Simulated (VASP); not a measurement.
Here is a VASP 6.6.1 calculation.

The input INCAR:

```
SYSTEM = GaP
  ALGO = Normal
  EDIFF = 1E-7
  EDIFFG = -0.005
  ENCUT = 500
  GGA = PE
  GGA_COMPAT = .FALSE.
  IBRION = 2
  ISIF = 3
  ISMEAR = -1
  LASPH = .TRUE.
  LCHARG = .FALSE.
  LREAL = .FALSE.
  LWAVE = .FALSE.
  NELM = 120
  NELMIN = 4
  NSW = 60
  PREC = Accurate
  PSTRESS = 75.0
  SIGMA = 0.1
```

KPOINTS

```
k-points
0
G
  13 13 13
  0 0 0
```

The input POSCAR:

```
GaP
1.0
    0.0000000000      2.6545588389      2.6545588389
    2.6545588389      0.0000000000      2.6545588389
    2.6545588389      2.6545588389      0.0000000000
Ga P
1 1
Direct
    0.0000000000      0.0000000000      0.0000000000
    0.2500000000      0.2500000000      0.2500000000
```

Potentials or basis: VASP PAW PBE potentials, release 64 (Ga_d, P).

Command:

```sh
$ cat potpaw_PBE.64/Ga_d/POTCAR potpaw_PBE.64/P/POTCAR > POTCAR
$ mpirun -np 1 vasp_std > vasp.out
```

Predict the relaxed volume.

19.22 Å³/atom.

Predict the band gap on the k mesh.

1.51 eV, indirect (least direct gap 2.26 eV).

Estimate the relaxed cell.

a = 3.788 Å, b = 3.788 Å, c = 3.788 Å, α = 60.00°, β = 60.00°, γ = 60.00°.

Final structure:
```
Ga P
1.0
     0.00000    2.67877    2.67877
     2.67877    0.00000    2.67877
     2.67877    2.67877    0.00000
Ga P
1 1
Direct
  0.00000 0.00000 0.00000
  0.25000 0.25000 0.25000
```

Caveat: the cell is relaxed towards a set pressure, so the enthalpy falls and the energy may rise. A k mesh can miss the band edges.
